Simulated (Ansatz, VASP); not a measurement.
## Two plane-wave programs on Na

The input INCAR:

```
PREC = Accurate ; ENCUT = 520
EDIFF = 1E-6 ; ISMEAR = 0
SIGMA = 0.15 ; LREAL = False
LASPH = True ; NELM = 60
ALGO = Normal ; ISIF = 2
LWAVE = False ; LCHARG = True
GGA = PE ; LELF = True
LVHAR = True ; NBANDS = 10
```

The input KPOINTS:

```
regular mesh
0
Gamma
  16 16 16
```

Contents of POSCAR:

```
Na
1.0
   -2.1175000000      2.1069125000      2.1175000000
    2.1175000000     -2.1069125000      2.1175000000
    2.1175000000      2.1069125000     -2.1175000000
Na
1
Direct
    0.0000000000      0.0000000000      0.0000000000
```

Input for Ansatz:

```yaml
crystal:
  lattice:
    - [-2.1175, 2.1069125, 2.1175]
    - [2.1175, -2.1069125, 2.1175]
    - [2.1175, 2.1069125, -2.1175]
  atoms:
    - { symbol: Na, position: [0.0, 0.0, 0.0] }
basis:
  ecutwfc: 420
kpoints:
  mp_grid: { grid: [16, 16, 16] }
hamiltonian:
  xc: pbe
scf:
  occupations: { method: gaussian, width: 0.15 }
output:
  forces: true
  stress: true
  eigenvalues: true
```

Change from the starting cell: strain -0.0050 x Voigt [0, 1, 0, 0, 0, 0], atoms carried along.

Alike in both runs: task single point; functional PBE; k mesh 16 × 16 × 16; occupations gaussian, width 0.15 eV; no spin polarisation.

|  | VASP | Ansatz |
| --- | --- | --- |
| version | VASP 6.6.1 | Ansatz 0.2.0 |
| potentials or method | VASP PAW PBE potentials, release 64 (Na_pv), cutoff 520 eV | scalar-relativistic, plane waves, PAW |
| valence electrons in the cell | 7 | 9 |

|  | VASP | Ansatz | Ansatz less VASP |
| --- | --- | --- | --- |
| gap on the k mesh at the Fermi level (eV) | none | none | - |
| pressure (GPa) | -0.2 | -0.2 | +0.02 |

A gap of «none» marks a metal or a gap that the smearing closes. The functional is the same, so the differences come from potentials, cutoffs and numerics. VASP's potentials hold 7 valence electrons a cell and Ansatz's 9, so a difference there can come from the potentials and not from the codes.
